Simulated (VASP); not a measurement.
A run of VASP 6.6.1 is set up as follows.

File INCAR:

```
ALGO = Normal
EDIFF = 1E-7
ENCUT = 520
GGA = PS
GGA_COMPAT = False
ISIF = 2
ISMEAR = -1
LASPH = True
LCHARG = False
LORBIT = 11
LORBMOM = True
LREAL = False
LSORBIT = True
LWAVE = False
MAGMOM = 0 0 0 0 0 0 0 0 0 0 0 0
NBANDS = 62
NELM = 150
PREC = Accurate
SIGMA = 0.05
```

File KPOINTS:

```
k-points
0
Gamma
  6 6 6
```

The input POSCAR:

```
Sn3Se
1.0
    0.0000000000      3.7331380000      3.7331380000
    3.7331380000      0.0000000000      3.7331380000
    3.7331380000      3.7331380000      0.0000000000
Sn Se
3 1
Direct
    0.5000000000      0.5000000000      0.5000000000
    0.7500000000      0.7500000000      0.7500000000
    0.2500000000      0.2500000000      0.2500000000
    0.0000000000      0.0000000000      0.0000000000
```

Potentials or basis: VASP PAW PBE potentials, release 64 (Sn_d, Se).

Launch:

```console
$ cat potpaw_PBE.64/Sn_d/POTCAR potpaw_PBE.64/Se/POTCAR > POTCAR
$ mpirun -np 1 vasp_ncl > vasp.out
```

Question: Estimate the net moment.

Answer: 0.00 μB per cell.

Question: What does it give for the pressure?

Answer: -3.2 GPa.

Moments on the atoms (μB; x, y, z):
```
Sn  0.00 0.00 0.00
Sn  0.00 0.00 0.00
Sn  0.00 0.00 0.00
Se  0.00 0.00 0.00
```

Caveat: the cell stands under tension; the PAW data sets were made with another functional, which shifts forces and pressure a little.
